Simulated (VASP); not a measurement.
Input of a VASP 6.6.1 run:

Contents of POSCAR:

```
Fe
1.0
   -1.4187731756      1.4187731756      1.4187731756
    1.4187731756     -1.4187731756      1.4187731756
    1.4187731756      1.4187731756     -1.4187731756
Fe
1
Direct
    0.0000000000      0.0000000000      0.0000000000
```

INCAR.step1

```
PREC = Accurate
ENCUT = 520
ISMEAR = 0
SIGMA = 0.1
LREAL = False
LASPH = True
NELM = 150
ISPIN = 2
MAGMOM = 3.09
LMAXMIX = 4
NBANDS = 14
GGA = PE
ALGO = Normal
EDIFF = 1E-4
LWAVE = True
LCHARG = False
```

File INCAR.step2:

```
PREC = Accurate
ENCUT = 520
EDIFF = 1E-6
ISMEAR = 0
SIGMA = 0.1
LREAL = False
LASPH = True
NELM = 150
ALGO = Normal
ISIF = 2
LWAVE = False
LCHARG = False
ISPIN = 2
MAGMOM = 3.09
LORBIT = 11
LMAXMIX = 4
METAGGA = R2SCAN
LMIXTAU = True
NBANDS = 14
ISTART = 1
```

File KPOINTS:

```
regular mesh
0
Gamma
  20 20 20
```

Potentials or basis: VASP PAW PBE potentials, release 64 (Fe).

Launch:

```console
$ cat potpaw_PBE.64/Fe/POTCAR > POTCAR
$ cp INCAR.step1 INCAR
$ mpirun -np 1 vasp_std > vasp.out
$ cp INCAR.step2 INCAR
$ mpirun -np 1 vasp_std > vasp.out
```

Q: Predict the net moment.

A: 2.63 μB per cell.

Q: Estimate the site moments.

A: Fe +2.69 μB.

Q: What does it give for the pressure?

A: 5.8 GPa.

Caveat: the cell stands under pressure; the PAW data sets were made with another functional, which shifts forces and pressure a little.
